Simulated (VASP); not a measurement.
Crystal: MgH2.

```
Mg H
1.0
     2.76581    0.00000    0.00000
    -1.38291    2.39526    0.00000
     0.00000    0.00000    4.52635
Mg H
1 2
Direct
  0.00000 0.00000 0.00000
  0.66667 0.33333 0.76209
  0.33333 0.66667 0.23791
```

| Item | Value |
| --- | --- |
| Program | VASP 6.6.1 |
| Task | relaxation of cell and atoms |
| Functional | PBEsol |
| Potentials or basis | VASP PAW PBE potentials, release 64 (Mg, H) |
| Cutoff | 600 eV |
| k mesh | 9 × 9 × 6 |
| Occupations | fermi-dirac, width 0.03 eV |
| Spin | no spin polarisation |

At the start: pressure 7.7 GPa; volume 10.00 Å³/atom.

Q: How do energy, volume and symmetry change on relaxing?

A: Over 14 steps the energy falls by 76.0 meV/atom and the volume is 11.31 Å³/atom (+13.2 %); space group P-3m1 (No. 164, to 0.1 Å) before and after.

The path:
```
step  energy change (eV)  largest force (eV/Å)  pressure (GPa)  volume (Å³)
   1              0.0000                0.2730            7.72        29.99
   2             -0.1511                0.3087            2.38        32.10
   3             -0.1974                0.3307           -1.17        33.98
   4             -0.1985                0.3334           -1.65        34.28
   5             -0.2171                0.2031           -0.91        33.83
   6             -0.2272                0.0025            0.30        33.13
   7             -0.2273                0.0102            0.26        33.16
   8             -0.2274                0.0112            0.09        33.27
   9             -0.2274                0.0119            0.00        33.34
  10             -0.2275                0.0094            0.01        33.37
  11             -0.2276                0.0017            0.04        33.46
  12             -0.2278                0.0137            0.10        33.65
  13             -0.2278                0.0096            0.06        33.72
  14             -0.2279                0.0028           -0.08        33.94
```

Final structure:
```
CELL_PARAMETERS angstrom
3.00119 0.00000 0.00000
-1.50060 2.59911 0.00000
0.00000 0.00000 4.35140
ATOMIC_POSITIONS crystal
Mg 0.00000 0.00000 0.00000
H 0.66667 0.33333 0.78433
H 0.33333 0.66667 0.21567
```

Caveat: the PAW data sets were made with another functional, which shifts forces and pressure a little.
